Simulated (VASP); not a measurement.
# Bi (P6_3/mmc) in VASP: further runs

Runs on Bi. Level: BLYP. Tasks: single point.

Everything below comes from runs of VASP 6.6.1. Logs are shortened: lines on timing, memory, paths and dates and some standing lists are left out, and cuts for length are marked.

## 1. The cell of the first run

The structure is hexagonal, space group P6_3/mmc (No. 194). Conventional cell: a = 3.702 Å, b = 3.702 Å, c = 12.523 Å, α = 90.00°, β = 90.00°, γ = 120.00°. Bi (site symmetry -3m) has 12 Bi at 3.70 to 3.79 Å within 4.9 Å. Bi (site symmetry -6m2) has 12 Bi at 3.70 to 3.79 Å within 4.9 Å.

This isn't the form of Bi at room conditions, which is rhombohedral.

## 2. Single point, BLYP (37.16 Å³/atom)

File INCAR:

```
SYSTEM = Bi
AGGAC = 1.0 ; AGGAX = 1.0
ALDAC = 0.0 ; ALDAX = 1.0
ALGO = Normal ; EDIFF = 1E-6
ENCUT = 500 ; GGA = B5
GGA_COMPAT = .FALSE. ; ISIF = 2
ISMEAR = -1 ; LASPH = .TRUE.
LCHARG = .FALSE. ; LREAL = .FALSE.
LWAVE = .FALSE. ; NBANDS = 38
NELM = 120 ; PREC = Accurate
SIGMA = 0.1
```

File KPOINTS:

```
k-points
0
G
  11 11 3
  0 0 0
```

File POSCAR:

```
Bi
1.0
    3.7018988110      0.0000000000      0.0000000000
   -1.8509494055      3.2059384126      0.0000000000
    0.0000000000      0.0000000000     12.5228505287
Bi
4
Direct
    1.0000000000      0.0000000000      1.0000000000
    1.0000000000      0.0000000000      0.5000000000
    0.3333333333      0.6666666667      0.2500000000
    0.6666666667      0.3333333333      0.7500000000
```

Potentials or basis: VASP PAW PBE potentials, release 64 (Bi_d).

Command:

```bash
cat potpaw_PBE.64/Bi_d/POTCAR > POTCAR
mpirun -np 1 vasp_std > vasp.out
```

OUTCAR:

```text
SYSTEM = Bi
   EDIFF = 1E-6
   ENCUT = 500
   GGA = B5
   ISIF = 2
   ISMEAR = -1
   LASPH = .TRUE.
   LREAL = .FALSE.
   NELM = 120
   PREC = Accurate

 ion  position               nearest neighbor table
   1  0.000  0.000  0.000-   3 3.79   4 3.79   4 3.79   3 3.79   4 3.79   3 3.79
   2  0.000  0.000  0.500-   3 3.79   4 3.79   4 3.79   3 3.79   4 3.79   3 3.79
   3  0.333  0.667  0.250-   1 3.79   2 3.79   1 3.79   2 3.79   1 3.79   2 3.79
   4  0.667  0.333  0.750-   1 3.79   2 3.79   1 3.79   2 3.79   1 3.79   2 3.79

  LATTYP: Found a hexagonal cell.
 ALAT       =     3.7018988110
 C/A-ratio  =     3.3828181612

  Lattice vectors:

 A1 = (   3.7018988110,   0.0000000000,   0.0000000000)
 A2 = (  -1.8509494055,   3.2059384126,   0.0000000000)
 A3 = (   0.0000000000,   0.0000000000,  12.5228505287)

Analysis of symmetry for initial positions (statically):
=====================================================================
 Subroutine PRICEL returns:
 Original cell was already a primitive cell.

 Routine SETGRP: Setting up the symmetry group for a
 hexagonal supercell.

 Subroutine GETGRP returns: Found 24 space group operations
 (whereof 12 operations were pure point group operations)
 out of a pool of 24 trial point group operations.

The static configuration has the point symmetry D_3d.
 The point group associated with its full space group is D_6h.

Analysis of symmetry for dynamics (positions and initial velocities):
=====================================================================
 Subroutine PRICEL returns:
 Original cell was already a primitive cell.

 Routine SETGRP: Setting up the symmetry group for a
 hexagonal supercell.

 Subroutine GETGRP returns: Found 24 space group operations
 (whereof 12 operations were pure point group operations)
 out of a pool of 24 trial point group operations.

The dynamic configuration has the point symmetry D_3d.
 The point group associated with its full space group is D_6h.

 Subroutine INISYM returns: Found 24 space group operations
 (whereof 12 operations are pure point group operations),
 and found     1 'primitive' translations

----------------------------------------------------------------------------------------

                                     Primitive cell

  volume of cell :     148.6219

  direct lattice vectors                    reciprocal lattice vectors
     3.701898811  0.000000000  0.000000000     0.270131641  0.155960576  0.000000000
    -1.850949405  3.205938413  0.000000000     0.000000000  0.311921151  0.000000000
     0.000000000  0.000000000 12.522850529     0.000000000  0.000000000  0.079854023

  length of vectors
     3.701898811  3.701898811 12.522850529     0.311921151  0.311921151  0.079854023

  position of ions in fractional coordinates (direct lattice)
     0.000000000  0.000000000  0.000000000
     0.000000000  0.000000000  0.500000000
     0.333333333  0.666666667  0.250000000
     0.666666667  0.333333333  0.750000000

  ion indices of the primitive-cell ions
   primitive index   ion index
                 1           1
                 2           2
                 3           3
                 4           4

----------------------------------------------------------------------------------------

 KPOINTS: k-points

Automatic generation of k-mesh.
 Grid dimensions read from file:
 generate k-points for:   11   11    3

 Generating k-lattice:

  Cartesian coordinates                     Fractional coordinates (reciprocal lattice)
     0.024557422  0.014178234  0.000000000     0.090909091  0.000000000  0.000000000
     0.000000000  0.028356468  0.000000000     0.000000000  0.090909091  0.000000000
     0.000000000  0.000000000  0.026618008     0.000000000  0.000000000  0.333333333

  Length of vectors
     0.028356468  0.028356468  0.026618008

  Shift w.r.t. Gamma in fractional coordinates (k-lattice)
     0.000000000  0.000000000  0.000000000

 Subroutine IBZKPT returns following result:
 ===========================================

 Found     32 irreducible k-points:

 Following reciprocal coordinates:
            Coordinates               Weight
  0.000000  0.000000  0.000000      1.000000
  0.090909 -0.000000  0.000000      6.000000
  0.181818  0.000000  0.000000      6.000000
  0.272727 -0.000000  0.000000      6.000000
  0.363636  0.000000  0.000000      6.000000
  0.454545  0.000000  0.000000      6.000000
[... 16 lines left out ...]
  0.090909  0.090909  0.333333     12.000000
  0.181818  0.090909  0.333333     24.000000
 [... further k-points ...]
   k-points           NKPTS =     32   k-points in BZ     NKDIM =     32   number of bands    NBANDS=     38
   number of dos      NEDOS =    301   number of ions     NIONS =      4
   total plane-waves  NPLWV =  75264
   dimension x,y,z NGX =    28 NGY =   28 NGZ =   96
   dimension x,y,z NGXF=    56 NGYF=   56 NGZF=  192
   ions per type =               4
   NGX,Y,Z   is equivalent  to a cutoff of  12.57, 12.57, 12.74 a.u.
   NGXF,Y,Z  is equivalent  to a cutoff of  25.15, 25.15, 25.49 a.u.
 SYSTEM =  Bi
   PREC   = accura    normal or accurate (medium, high low for compatibility)
   ISTART =      0    job   : 0-new  1-cont  2-samecut
   ICHARG =      2    charge: 1-file 2-atom 10-const
   ISPIN  =      1    spin polarized calculation?
   LNONCOLLINEAR =      F non collinear calculations
   LSORBIT =      F    spin-orbit coupling
   LASPH  =      T    aspherical Exc in radial PAW
   ENCUT  =  500.0 eV  36.75 Ry    6.06 a.u.   6.75  6.75 22.83*2*pi/ulx,y,z
   NELM   =    120;   NELMIN=  2; NELMDL= -5     # of ELM steps
   EDIFF  = 0.1E-05   stopping-criterion for ELM
   LREAL  =      F    real-space projection
   EDIFFG = 0.1E-04   stopping-criterion for IOM
   NSW    =      0    number of steps for IOM
   IBRION =     -1    ionic relax: 0-MD 1-quasi-New 2-CG
   NFREE  =      0    steps in history (QN), initial steepest desc. (CG)
   ISIF   =      2    stress and relaxation
   ISYM   =      2    0-nonsym 1-usesym 2-fastsym
   POTIM  = 0.5000    time-step for ionic-motion
   TEBEG  =    0.0;   TEEND  =   0.0 temperature during run
   PSTRESS=    0.0 pullay stress
   NELECT =      60.0000    total number of electrons
   NUPDOWN=      -1.0000    fix difference up-down
   EMIN   =  10.00;   EMAX   =-10.00  energy-range for DOS
   EFERMI =   0.00;   METHOD = LEGACY
   ISMEAR =    -1;   SIGMA  =   0.10  broadening in eV -4-tet -1-fermi 0-gaus
   EFERMI_NEDOS =   21; number of points for ismear=-14 and -15
   IALGO  =     38    algorithm
   IMIX   =      4    mixing-type and parameters
     AMIX     =   0.40;   BMIX     =  1.00
     AMIX_MAG =   1.60;   BMIX_MAG =  1.00
  volume/ion in A,a.u.               =      37.16       250.74
  Fermi-wavevector in a.u.,A,eV,Ry     =   1.209941  2.286457 19.918355  1.463958
  Thomas-Fermi vector in A             =   2.345503
   LORBIT       =      0    0 simple, 1 ext, 2 COOP (PROOUT), +10 PAW based schemes
   GGA     = B5    functional components
   LHFCALC =     F    Hartree Fock is set to
   AEXX    =    0.0000 exact exchange contribution
   IVDW    =     0    specifies the selected vdW correction
   LEPSILON=     F    determine dielectric tensor
   LRPA    =     F    only Hartree local field effects (RPA)
 non-spin polarized calculation
  energy-cutoff  :      500.00
  volume of cell :      148.62
 maximum number of plane-waves:      3792
 NGX is ok and might be reduce to    28
   NGX = 13   NGY = 13   NGZ = 45

 number of electron      59.9999989 magnetization

 Free energy of the ion-electron system (eV)
  ---------------------------------------------------
  ext. energy  EPLUGINS =         0.00000000
  ---------------------------------------------------
  free energy    TOTEN  =       -11.72125809 eV

  energy without entropy =      -11.61090840  energy(sigma->0) =      -11.66608324

 E-fermi :   6.4115     XC(G=0):  -8.8685

 val. band max:        6.3990434037   @ k =   0.1818   0.0909   0.3333
 cond. band min:       6.4525287195   @ k =   0.2727   0.1818   0.0000
 fundamental gap:      0.0534853158
 Fermi energy:         6.4114542497

 k-point     1 :       0.0000    0.0000    0.0000
  band No.  band energies     occupation
      1     -16.5104      2.00000
      2     -16.5092      2.00000
      3     -16.5092      2.00000
      4     -16.5066      2.00000
      5     -16.5066      2.00000
      6     -16.5059      2.00000
[... 30 lines left out ...]
     37      13.3076      0.00000
     38      13.8041      0.00000

 k-point     2 :       0.0909   -0.0000    0.0000
  band No.  band energies     occupation
      1     -16.5110      2.00000
      2     -16.5101      2.00000
      3     -16.5081      2.00000
      4     -16.5056      2.00000
      5     -16.5034      2.00000
      6     -16.5018      2.00000
[... 30 lines left out ...]
     37      13.8933      0.00000
     38      14.2983      0.00000

 k-point     3 :       0.1818    0.0000    0.0000
  band No.  band energies     occupation
      1     -16.5196      2.00000
      2     -16.5143      2.00000
      3     -16.5118      2.00000
      4     -16.5029      2.00000
      5     -16.4983      2.00000
      6     -16.4931      2.00000
[... 30 lines left out ...]
     37      13.0970      0.00000
     38      13.6466      0.00000

 k-point     4 :       0.2727   -0.0000    0.0000
  band No.  band energies     occupation
      1     -16.5296      2.00000
      2     -16.5206      2.00000
      3     -16.5173      2.00000
      4     -16.5059      2.00000
      5     -16.4968      2.00000
      6     -16.4939      2.00000
[... 30 lines left out ...]
     37      12.3079      0.00000
     38      12.7484      0.00000
[... 703 lines left out ...]
      4     -16.5138      2.00000
      5     -16.5080      2.00000
      6     -16.5013      2.00000
[... 30 lines left out ...]
     37      11.6311      0.00000
     38      11.6435      0.00000

 k-point    23 :       0.0909    0.0909    0.3333
  band No.  band energies     occupation
      1     -16.5122      2.00000
      2     -16.5114      2.00000
      3     -16.5067      2.00000
      4     -16.5061      2.00000
      5     -16.4999      2.00000
      6     -16.4992      2.00000
[... 30 lines left out ...]
     37      14.0639      0.00000
     38      14.1905      0.00000

 k-point    24 :       0.1818    0.0909    0.3333
  band No.  band energies     occupation
      1     -16.5185      2.00000
      2     -16.5158      2.00000
      3     -16.5068      2.00000
      4     -16.5036      2.00000
      5     -16.4960      2.00000
      6     -16.4959      2.00000
[... 30 lines left out ...]
     37      13.3580      0.00000
     38      13.4056      0.00000

 [... further k-points ...]

------------------------ aborting loop because EDIFF is reached ----------------------------------------

  FORCE on cell =-STRESS in cart. coord.  units (eV):
  Direction    XX          YY          ZZ          XY          YZ          ZX
  --------------------------------------------------------------------------------------
  -------------------------------------------------------------------------------------
  Total       -2.5218074     -2.5218074     -2.1131307      0.0000000      0.0000000      0.0000000
  in kB      -27.1856411    -27.1856411    -22.7800156      0.0000000      0.0000000      0.0000000
  external PRESSURE =     -25.7170993 kB  Pullay stress =       0.0000000 kB

 VOLUME and BASIS-vectors are now :
 -----------------------------------------------------------------------------
  energy-cutoff  :      500.00
  volume of cell :      148.62
      direct lattice vectors                 reciprocal lattice vectors
     3.701898811  0.000000000  0.000000000     0.270131641  0.155960576  0.000000000
    -1.850949405  3.205938413  0.000000000     0.000000000  0.311921151  0.000000000
     0.000000000  0.000000000 12.522850529     0.000000000  0.000000000  0.079854023

 POSITION                                       TOTAL-FORCE (eV/Angst)
 -----------------------------------------------------------------------------------
      0.00000      0.00000      0.00000         0.000000      0.000000      0.000000
      0.00000      0.00000      6.26143        -0.000000      0.000000      0.000000
     -0.00000      2.13729      3.13071        -0.000000     -0.000000     -0.000000
      1.85095      1.06865      9.39214         0.000000      0.000000      0.000000
 -----------------------------------------------------------------------------------
    total drift:                                0.000000     -0.000000      0.000000

  FREE ENERGIE OF THE ION-ELECTRON SYSTEM (eV)
  ---------------------------------------------------
  free  energy   TOTEN  =       -11.7212580856 eV

  energy  without entropy=      -11.6109084013  energy(sigma->0) =      -11.66608324
```

It took 2.4 min on 1 thread of Intel Xeon Platinum 8259CL at 2.50GHz (Skylake/Cascade Lake), shared host; peak memory 0.31 GiB.

Results:

| Item | Value |
| --- | --- |
| Free energy | -11.7213 eV |
| Pressure | -2.6 GPa |
| Band gap on the k mesh | zero (bands 30 and 31 overlap by 4.83 eV) |

Levels at points of the mesh, in eV from the Fermi level:
```tsv
k point	band 28	band 29	band 30	band 31	band 32	band 33
(0.00, 0.00, 0.00)	2.80	2.80	3.28	3.28	3.29	3.29
```

Caveat: the PAW data sets were made with another functional, which shifts forces and pressure a little; spin-orbit coupling is left out, which moves the levels of the heavy elements.

## 3. Single point, BLYP (38.53 Å³/atom)

This run uses another cell than the first one, of 38.53 Å³/atom.

File INCAR:

```
SYSTEM = Bi
PREC = Accurate
ENCUT = 500
EDIFF = 1E-6
ISMEAR = -1
SIGMA = 0.1
LREAL = .False.
LASPH = .True.
NELM = 120
ALGO = Normal
ISIF = 2
LWAVE = .False.
LCHARG = .False.
GGA = B5
ALDAX = 1.0
AGGAX = 1.0
AGGAC = 1.0
ALDAC = 0.0
NBANDS = 38
GGA_COMPAT = .False.
```

File KPOINTS:

```
Automatic mesh
0
Gamma
  11 11 3
  0 0 0
```

File POSCAR:

```
Bi
1.0
    3.7470483682      0.0000000000      0.0000000000
   -1.8735241841      3.2450390760      0.0000000000
    0.0000000000      0.0000000000     12.6755832707
Bi
4
Direct
    1.0000000000      0.0000000000      1.0000000000
    1.0000000000      0.0000000000      0.5000000000
    0.3333333333      0.6666666667      0.2500000000
    0.6666666667      0.3333333333      0.7500000000
```

Potentials or basis: VASP PAW PBE potentials, release 64 (Bi_d).

Command:

```bash
cat potpaw_PBE.64/Bi_d/POTCAR > POTCAR
mpirun -np 1 vasp_std > vasp.out
```

It took 5.1 min on 1 thread of Intel Xeon 8259CL, shared host; peak memory 0.32 GiB.

Results (log left out):

* Free energy: -11.6187 eV
* Pressure: -3.5 GPa
* Band gap on the k mesh: zero (bands 30 and 31 overlap by 4.58 eV)

Stress tensor (GPa, compression positive):
```
-3.69  0.00  0.00
 0.00 -3.69  0.00
 0.00  0.00 -3.13
```

Levels at points of the mesh, in eV from the Fermi level:
```csv
k point,band 26,band 27,band 28,band 29,band 30,band 31,band 32,band 33,band 34,band 35
"(0.00, 0.00, 0.00)",-1.23,-1.23,2.66,2.66,3.11,3.11,3.12,3.12,3.18,3.65
```

Caveat: the cell stands under tension; the PAW data sets were made with another functional, which shifts forces and pressure a little; spin-orbit coupling is left out, which moves the levels of the heavy elements.

## 4. Single point, BLYP

This run uses another cell than the first one, of 34.40 Å³/atom.

File INCAR:

```
AGGAC = 1.0
AGGAX = 1.0
ALDAC = 0.0
ALDAX = 1.0
ALGO = Normal
EDIFF = 1E-6
ENCUT = 500
GGA = B5
GGA_COMPAT = False
ISIF = 2
ISMEAR = -1
LASPH = True
LCHARG = False
LREAL = False
LWAVE = False
NBANDS = 38
NELM = 120
PREC = Accurate
SIGMA = 0.1
```

File KPOINTS:

```
k-points
0
Gamma
  13 13 4
```

File POSCAR:

```
Bi
1.0
    3.6081392628      0.0000000000      0.0000000000
   -1.8040696314      3.1247402620      0.0000000000
    0.0000000000      0.0000000000     12.2056790263
Bi
4
Direct
    1.0000000000      0.0000000000      1.0000000000
    1.0000000000      0.0000000000      0.5000000000
    0.3333333333      0.6666666667      0.2500000000
    0.6666666667      0.3333333333      0.7500000000
```

Command:

```bash
cat potpaw_PBE.64/Bi_d/POTCAR > POTCAR
mpirun -np 1 vasp_std > vasp.out
```

Run time: 7.3 min. Hardware: 1 thread of Intel Xeon 8259CL, shared host; peak memory 0.38 GiB.

The run converged. Its results:

| Property | Result |
| --- | --- |
| Free energy | -11.8104 eV |
| Pressure | 0.1 GPa |
| Band gap on the k mesh | zero (bands 30 and 31 overlap by 5.36 eV) |

Stress tensor (GPa, compression positive):
```
0.00 0.00 0.00
0.00 0.00 0.00
0.00 0.00 0.22
```

Levels at points of the mesh, in eV from the Fermi level:
| k point | band 26 | band 27 | band 28 | band 29 | band 30 | band 31 | band 32 | band 33 | band 34 | band 35 |
| --- | --- | --- | --- | --- | --- | --- | --- | --- | --- | --- |
| (0.00, 0.00, 0.00) | -1.30 | -1.29 | 3.14 | 3.14 | 3.69 | 3.69 | 3.69 | 3.69 | 3.78 | 4.34 |
| (0.00, 0.00, 0.50) | -3.65 | 1.69 | 1.69 | 3.29 | 3.29 | 3.29 | 3.29 | 4.14 | 4.14 | 4.14 |

Caveat: the PAW data sets were made with another functional, which shifts forces and pressure a little; spin-orbit coupling is left out, which moves the levels of the heavy elements.

## 5. The runs side by side

| cell | k mesh | gap on the mesh (eV) | pressure (GPa) |
| --- | --- | --- | --- |
| a = 3.702, b = 3.702, c = 12.523 Å, angles 90.0, 90.0, 120.0°, 4 atoms | 11 × 11 × 3 | none | -2.6 |
| a = 3.747, b = 3.747, c = 12.676 Å, angles 90.0, 90.0, 120.0°, 4 atoms | 11 × 11 × 3 | none | -3.5 |
| a = 3.608, b = 3.608, c = 12.206 Å, angles 90.0, 90.0, 120.0°, 4 atoms | 13 × 13 × 4 | none | 0.1 |

Alike in all rows: task single point; level BLYP; potentials or basis VASP PAW PBE potentials, release 64 (Bi_d); no spin polarisation; cutoff (eV) 500; smearing fermi-dirac 0.1 eV.

Caveats: the PAW data sets were made with another functional, which shifts forces and pressure a little; spin-orbit coupling is left out, which moves the levels of the heavy elements; the cell stands under tension (at least some runs).

Total energies depend on the potentials used, so only differences within one code and one set of settings carry meaning.
